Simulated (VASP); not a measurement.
## SrMg: electric field gradients with LDA

The system is SrMg.

```xyz
2
Lattice="3.2894 0.0000 0.0000 0.0000 3.2894 0.0000 0.0000 0.0000 3.2894" Properties=species:S:1:pos:R:3 pbc="T T T"
Sr    1.6447    1.6447    1.6447
Mg    0.0000    0.0000    0.0000
```

| Property | Result |
| --- | --- |
| Program | VASP 6.6.1 |
| Task | electric field gradients |
| Functional | LDA |
| Potentials or basis | VASP PAW LDA potentials, release 64 (Sr_sv, Mg) |
| Cutoff | 520 eV |
| k mesh | 9 × 9 × 9 |
| Occupations | fermi-dirac, width 0.05 eV |
| Spin | no spin polarisation |
| Dipole correction | no |
| Further INCAR settings | ALGO = Normal; EDIFF = 1e-08; NBANDS = 13 |

- Pressure: 44.0 GPa
- Band gap on the k mesh: zero (bands 6 and 7 overlap by 2.32 eV)
- Largest electric field gradient by atom: under 0.05 V/Å² on every atom

Levels at points of the mesh, in eV from the Fermi level:
```
           k point  band 4  band 5  band 6  band 7  band 8  band 9
(0.00, 0.00, 0.00)  -16.59   -5.98   -0.34   -0.34    6.96    6.96
```

It took 19 s on 1 thread of Intel Xeon 8259CL, with other jobs on the host, peak memory 0.14 GiB.

Caveat: the cell stands under pressure.
